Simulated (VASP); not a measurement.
Crystal: AgCl.

```
Ag Cl
1.0
     3.39559   -0.04194    0.00000
    -0.04194    3.39559    0.00000
     0.00000    0.00000    3.39559
Ag Cl
1 1
Direct
  0.00000 0.00000 0.00000
  0.50000 0.50000 0.50000
```

This cell differs from its parent crystal: shear xy strain -2.5%.

Base run:

- Program: VASP 6.6.1
- Functional: PBE
- Potentials or basis: VASP PAW PBE potentials, release 64 (Ag, Cl)
- Cutoff: 520 eV
- k mesh: 8 × 8 × 8
- Occupations: fermi-dirac, width 0.02 eV
- Spin: no spin polarisation

Its results: band gap on the k mesh 0.51 eV (least direct gap 2.14 eV); pressure 1.5 GPa.

The run is repeated on the same cell with these changes: functional from PBE to r2SCAN; occupations from fermi-dirac, width 0.02 eV to gaussian, width 0.01 eV. What comes out?

Band gap on the k mesh 1.10 eV (least direct gap 2.81 eV); pressure -0.1 GPa.

Caveats: the PAW data sets were made with another functional, which shifts forces and pressure a little (at least some runs).

A k mesh can miss the band edges.
